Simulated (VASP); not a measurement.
TaN:

```
Ta N
1.0
     2.93800    0.00000    0.00000
    -1.46900    2.54438    0.00000
     0.00000    0.00000    2.88300
Ta N
1 1
Direct
  0.33333 0.66667 0.50000
  0.00000 0.00000 0.00000
```

| Item | Value |
| --- | --- |
| Program | VASP 6.6.1 |
| Task | relaxation of cell and atoms |
| Functional | PBE |
| Potentials or basis | VASP PAW PBE potentials, release 64 (Ta_pv, N) |
| Cutoff | 600 eV |
| k mesh | 18 × 18 × 14 |
| Occupations | gaussian, width 0.1 eV |
| Spin | no spin polarisation |

At the start: pressure 5.3 GPa; volume 10.78 Å³/atom.

Question: Where does the relaxation end?

Answer: Over 4 steps the energy falls by 2.7 meV/atom and the volume is 10.94 Å³/atom (+1.5 %); space group P-6m2 (No. 187, to 0.05 Å).

The path:
| step | energy change (eV) | largest force (eV/Å) | pressure (GPa) | volume (Å³) |
| --- | --- | --- | --- | --- |
| 1 | 0.0000 | 0.0000 | 5.29 | 21.55 |
| 2 | 0.0246 | 0.0000 | -11.37 | 22.68 |
| 3 | -0.0054 | 0.0000 | -0.05 | 21.88 |
| 4 | -0.0054 | 0.0000 | 0.04 | 21.87 |

Final structure:
```cif
data_structure
_symmetry_space_group_name_H-M 'P 1'
_symmetry_Int_Tables_number 1
_cell_length_a 2.9514
_cell_length_b 2.9514
_cell_length_c 2.8997
_cell_angle_alpha 90.000
_cell_angle_beta 90.000
_cell_angle_gamma 120.000
_cell_volume 21.87
loop_
_atom_site_label
_atom_site_type_symbol
_atom_site_fract_x
_atom_site_fract_y
_atom_site_fract_z
_atom_site_occupancy
Ta1 Ta 0.33333 0.66667 0.50000 1
N1 N 0.00000 0.00000 0.00000 1
```
